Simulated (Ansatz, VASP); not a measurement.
**Be2ZnO3: VASP beside Ansatz**

```
CELL_PARAMETERS angstrom
5.17602 0.00000 0.00000
-2.58801 4.48256 0.00000
0.00000 0.00000 3.02356
ATOMIC_POSITIONS crystal
Be 0.33333 0.66667 0.50000
Be 0.66667 0.33333 0.50000
Zn 0.00000 0.00000 0.00000
O 0.50000 0.00000 0.50000
O 0.00000 0.50000 0.50000
O 0.50000 0.50000 0.50000
```

Alike in both runs: functional PBE; k mesh 3 × 3 × 3; occupations gaussian, width 0.15 eV; no spin polarisation.

Ansatz relaxed the structure, and its values are those at the end. VASP's run is a single point on that final structure, the one shown.

```csv
,VASP,Ansatz
version,VASP 6.6.1,Ansatz 0.2.0
potentials or method,"VASP PAW PBE potentials, release 64 (Be, Zn, O), cutoff 600 eV","scalar-relativistic, plane waves, PAW"
valence electrons in the cell,34,34
```

|  | VASP | Ansatz | Ansatz less VASP |
| --- | --- | --- | --- |
| gap on the k mesh at the Fermi level (eV) | none | none | - |
| pressure (GPa) | -0.8 | -0.5 | +0.32 |

A gap of «none» marks a metal or a gap that the smearing closes. With one functional, cell and mesh, what is left measures potentials, basis and numerics.

The k mesh is coarse, so the values compare programs but aren't converged.
